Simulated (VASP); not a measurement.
# Se (Im-3m) in VASP: single point with PBEsol+D3(BJ)

Aim: the single point of Se with PBEsol+D3(BJ).

Everything below comes from runs of VASP 6.6.1. Logs are shortened: lines on timing, memory, paths and dates and some standing lists are left out, and cuts for length are marked.

## Step 1: The cell of the first run

It takes space group Im-3m (No. 229, cubic). The conventional cell has a = 3.407 Å, b = 3.407 Å, c = 3.407 Å, α = 90.00°, β = 90.00°, γ = 90.00°. Se (site symmetry m-3m) has 14 Se at 2.95 to 3.41 Å within 3.9 Å.

This isn't the form of Se at room conditions, which is trigonal, of chains.

## Step 2: Single point, PBEsol+D3(BJ)

File INCAR:

```
SYSTEM = Se
PREC = Accurate
ENCUT = 500
EDIFF = 1E-6
ISMEAR = 0
SIGMA = 0.1
LREAL = .FALSE.
LASPH = .TRUE.
NELM = 120
ALGO = Normal
ISIF = 2
LWAVE = .FALSE.
LCHARG = .FALSE.
GGA = PS
IVDW = 12
NBANDS = 9
GGA_COMPAT = .FALSE.
```

File KPOINTS:

```
regular mesh
0
G
  8 8 8
  0 0 0
```

File POSCAR:

```
Se
1.0
   -1.7034486149      1.7034486149      1.7034486149
    1.7034486149     -1.7034486149      1.7034486149
    1.7034486149      1.7034486149     -1.7034486149
Se
1
Direct
    0.0000000000      0.0000000000      0.0000000000
```

Potentials or basis: VASP PAW PBE potentials, release 64 (Se).

On the command line:

```console
cat potpaw_PBE.64/Se/POTCAR > POTCAR
mpirun -np 1 vasp_std > vasp.out
```

OUTCAR:

```text
SYSTEM = Se
   PREC = Accurate
   ENCUT = 500
   EDIFF = 1E-6
   ISMEAR = 0
   LREAL = .FALSE.
   LASPH = .TRUE.
   NELM = 120
   ISIF = 2
   GGA = PS
   IVDW = 12
 IVDW          = 12

 ion  position               nearest neighbor table
   1  0.000  0.000  0.000-

  LATTYP: Found a body centered cubic cell.
 ALAT       =     3.4068972298

  Lattice vectors:

 A1 = (  -1.7034486149,   1.7034486149,   1.7034486149)
 A2 = (   1.7034486149,  -1.7034486149,   1.7034486149)
 A3 = (   1.7034486149,   1.7034486149,  -1.7034486149)

Analysis of symmetry for initial positions (statically):
=====================================================================
 Subroutine PRICEL returns:
 Original cell was already a primitive cell.

 Routine SETGRP: Setting up the symmetry group for a
 body centered cubic supercell.

 Subroutine GETGRP returns: Found 48 space group operations
 (whereof 48 operations were pure point group operations)
 out of a pool of 48 trial point group operations.

The static configuration has the point symmetry O_h .

Analysis of symmetry for dynamics (positions and initial velocities):
=====================================================================
 Subroutine PRICEL returns:
 Original cell was already a primitive cell.

 Routine SETGRP: Setting up the symmetry group for a
 body centered cubic supercell.

 Subroutine GETGRP returns: Found 48 space group operations
 (whereof 48 operations were pure point group operations)
 out of a pool of 48 trial point group operations.

The dynamic configuration has the point symmetry O_h .

 Subroutine INISYM returns: Found 48 space group operations
 (whereof 48 operations are pure point group operations),
 and found     1 'primitive' translations

----------------------------------------------------------------------------------------

                                     Primitive cell

  volume of cell :      19.7718

  direct lattice vectors                    reciprocal lattice vectors
    -1.703448615  1.703448615  1.703448615     0.000000000  0.293522209  0.293522209
     1.703448615 -1.703448615  1.703448615     0.293522209  0.000000000  0.293522209
     1.703448615  1.703448615 -1.703448615     0.293522209  0.293522209  0.000000000

  length of vectors
     2.950459549  2.950459549  2.950459549     0.415103089  0.415103089  0.415103089

  position of ions in fractional coordinates (direct lattice)
     0.000000000  0.000000000  0.000000000

  ion indices of the primitive-cell ions
   primitive index   ion index
                 1           1

[... 70 lines left out ...]
   NELM   =    120;   NELMIN=  2; NELMDL= -5     # of ELM steps
   EDIFF  = 0.1E-05   stopping-criterion for ELM
   LREAL  =      F    real-space projection
[... 7 lines left out ...]
   TEBEG  =    0.0;   TEEND  =   0.0 temperature during run
   PSTRESS=    0.0 pullay stress
   NELECT =       6.0000    total number of electrons
   NUPDOWN=      -1.0000    fix difference up-down
   EMIN   =  10.00;   EMAX   =-10.00  energy-range for DOS
   EFERMI =   0.00;   METHOD = LEGACY
   ISMEAR =     0;   SIGMA  =   0.10  broadening in eV -4-tet -1-fermi 0-gaus
   EFERMI_NEDOS =   21; number of points for ismear=-14 and -15
   IALGO  =     38    algorithm
   IMIX   =      4    mixing-type and parameters
     AMIX     =   0.40;   BMIX     =  1.00
     AMIX_MAG =   1.60;   BMIX_MAG =  1.00
  volume/ion in A,a.u.               =      19.77       133.43
  Fermi-wavevector in a.u.,A,eV,Ry     =   1.100127  2.078939 16.466855  1.210280
  Thomas-Fermi vector in A             =   2.236533
   LORBIT       =      0    0 simple, 1 ext, 2 COOP (PROOUT), +10 PAW based schemes
   GGA     = PS    functional components
   LHFCALC =     F    Hartree Fock is set to
   AEXX    =    0.0000 exact exchange contribution
   IVDW    =    12    specifies the selected vdW correction
   LEPSILON=     F    determine dielectric tensor
   LRPA    =     F    only Hartree local field effects (RPA)
 non-spin polarized calculation
 Gauss-broadening in eV      SIGMA  =   0.10
  energy-cutoff  :      500.00
  volume of cell :       19.77
 maximum number of plane-waves:       531
 NGX is ok and might be reduce to    24
   NGX = 11   NGY = 11   NGZ = 11

 number of electron       6.0000000 magnetization

 Free energy of the ion-electron system (eV)
  ---------------------------------------------------
  ext. energy  EPLUGINS =         0.00000000
  ---------------------------------------------------
  free energy    TOTEN  =        -3.43399111 eV

  energy without entropy =       -3.42680297  energy(sigma->0) =       -3.43039704

 E-fermi :   5.5165     XC(G=0): -10.8509

 val. band max:        5.4958268021   @ k =   0.2500   0.1250   0.1250
 cond. band min:       5.7821125969   @ k =   0.5000   0.0000   0.0000
 fundamental gap:      0.2862857948
 Fermi energy:         5.5165456961

 k-point     1 :       0.0000    0.0000    0.0000
  band No.  band energies     occupation
      1     -10.6532      2.00000
      2       8.8517      0.00000
      3       8.8517      0.00000
      4       8.8517      0.00000
      5      17.1156      0.00000
      6      18.1894      0.00000
      7      18.1894      0.00000
      8      18.1894      0.00000
      9      21.1857      0.00000
[... 265 lines left out ...]
 k-point    24 :      -0.3750    0.3750    0.2500
  band No.  band energies     occupation
      1      -6.8067      2.00000
      2       1.4055      2.00000
      3       4.0441      2.00000
      4       4.7183      2.00000
      5      12.1184      0.00000
      6      16.5327      0.00000
      7      19.3947      0.00000
      8      20.3825      0.00000
      9      25.2005      0.00000

 [... further k-points ...]

------------------------ aborting loop because EDIFF is reached ----------------------------------------

 Edisp (eV)   -0.38058

 E8    (eV) :    -0.2401

  FORCE on cell =-STRESS in cart. coord.  units (eV):
  Direction    XX          YY          ZZ          XY          YZ          ZX
  --------------------------------------------------------------------------------------
  -------------------------------------------------------------------------------------
  Total      -0.72912    -0.72912    -0.72912     0.00000     0.00000     0.00000
  in kB     -59.08309   -59.08309   -59.08309     0.00000     0.00000     0.00000
  external pressure =      -59.08 kB  Pullay stress =        0.00 kB

 VOLUME and BASIS-vectors are now :
 -----------------------------------------------------------------------------
  energy-cutoff  :      500.00
  volume of cell :       19.77
      direct lattice vectors                 reciprocal lattice vectors
    -1.703448615  1.703448615  1.703448615     0.000000000  0.293522209  0.293522209
     1.703448615 -1.703448615  1.703448615     0.293522209  0.000000000  0.293522209
     1.703448615  1.703448615 -1.703448615     0.293522209  0.293522209  0.000000000

 POSITION                                       TOTAL-FORCE (eV/Angst)
 -----------------------------------------------------------------------------------
      0.00000      0.00000      0.00000        -0.000000      0.000000     -0.000000
 -----------------------------------------------------------------------------------
    total drift:                               -0.000000     -0.000000      0.000000

  FREE ENERGIE OF THE ION-ELECTRON SYSTEM (eV)
  ---------------------------------------------------
  free  energy   TOTEN  =        -3.8145670483 eV

  energy  without entropy=       -3.8073789080  energy(sigma->0) =       -3.81097298
```

OSZICAR:

```text
N       E                     dE             d eps       ncg     rms          rms(c)
DAV:   1     0.826643992051E+01    0.82664E+01   -0.30299E+03   530   0.562E+02
DAV:   2    -0.321801271688E+01   -0.11484E+02   -0.11036E+02   754   0.771E+01
DAV:   3    -0.343687773442E+01   -0.21887E+00   -0.20654E+00   604   0.933E+00
DAV:   4    -0.343725025696E+01   -0.37252E-03   -0.37251E-03   753   0.437E-01
DAV:   5    -0.343725039239E+01   -0.13543E-06   -0.13558E-06   599   0.719E-03    0.329E+00
DAV:   6    -0.343458716389E+01    0.26632E-02   -0.36136E-03   618   0.300E-01    0.194E+00
DAV:   7    -0.343400696843E+01    0.58020E-03   -0.57413E-03   590   0.384E-01    0.860E-02
DAV:   8    -0.343399105703E+01    0.15911E-04   -0.16074E-04   567   0.729E-02    0.862E-03
DAV:   9    -0.343399111294E+01   -0.55916E-07   -0.11946E-06   617   0.914E-03
   1 F= -.38145670E+01 E0= -.38109730E+01  d E =-.718814E-02
```

Wall time 3.5 s (1 thread of AMD EPYC 7R13 (Zen 3), shared host); peak memory 0.11 GiB.

What came out:

```
Free energy                : -3.8146 eV
Pressure                   : -5.9 GPa
Band gap on the k mesh     : zero (bands 3 and 4 overlap by 7.03 eV)
Dispersion energy per atom : -0.381 eV
```

Levels at points of the mesh, in eV from the Fermi level:
| k point | band 1 | band 2 | band 3 | band 4 | band 5 | band 6 | band 7 |
| --- | --- | --- | --- | --- | --- | --- | --- |
| (0.00, 0.00, 0.00) | -16.17 | 3.34 | 3.34 | 3.34 | 11.60 | 12.67 | 12.67 |
| (0.50, 0.00, 0.00) | -12.57 | -6.68 | 0.27 | 2.42 | 7.07 | 8.48 | 17.66 |
| (0.50, 0.50, 0.50) | -10.07 | -3.12 | -3.12 | -3.12 | 4.09 | 4.09 | 23.13 |

Caveat: the cell stands under tension; the PAW data sets were made with another functional, which shifts forces and pressure a little.
